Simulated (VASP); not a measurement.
Wanted: the native input for a VASP 6.6.1 run.

```
Task                   : single point
Functional             : PBE
Potentials or basis    : VASP PAW PBE potentials, release 64 (Sn_d, Te)
Cutoff                 : 500 eV
k mesh                 : 6 × 6 × 6
Occupations            : gaussian, width 0.01 eV
Spin                   : no spin polarisation
Dipole correction      : no
Further INCAR settings : ALGO = Normal; EDIFF = 1e-06; NBANDS = 17
```

The structure of SnTe lies in POSCAR:

```
SnTe
1.0
    0.0000000000      3.6742355098      3.6742355098
    3.6742355098      0.0000000000      3.6742355098
    3.6742355098      3.6742355098      0.0000000000
Sn Te
1 1
Direct
    0.0000000000      0.0000000000      0.0000000000
    0.7500000000      0.7500000000      0.7500000000
```

The input as run:

INCAR

```
ALGO = Normal
EDIFF = 1E-6
ENCUT = 500
GGA = PE
GGA_COMPAT = F
ISIF = 2
ISMEAR = 0
LASPH = T
LCHARG = F
LREAL = F
LWAVE = F
NBANDS = 17
NELM = 120
PREC = Accurate
SIGMA = 0.01
```

KPOINTS

```
k-points
0
Gamma
  6 6 6
```

Potentials or basis: VASP PAW PBE potentials, release 64 (Sn_d, Te).

Launch:

```console
$ cat potpaw_PBE.64/Sn_d/POTCAR potpaw_PBE.64/Te/POTCAR > POTCAR
$ mpirun -np 1 vasp_std > vasp.out
```

Results of the run:

```yaml
Pressure: -1.2 GPa
Band_gap_on_the_k_mesh: 0.39 eV, indirect (least direct gap 0.85 eV)
```

Caveat: spin-orbit coupling is left out, which moves the levels of the heavy elements.

It took 16 s on 1 thread of Intel(R) Xeon(R) 6975P-C (Granite Rapids) (shared host), peak memory 0.24 GiB.
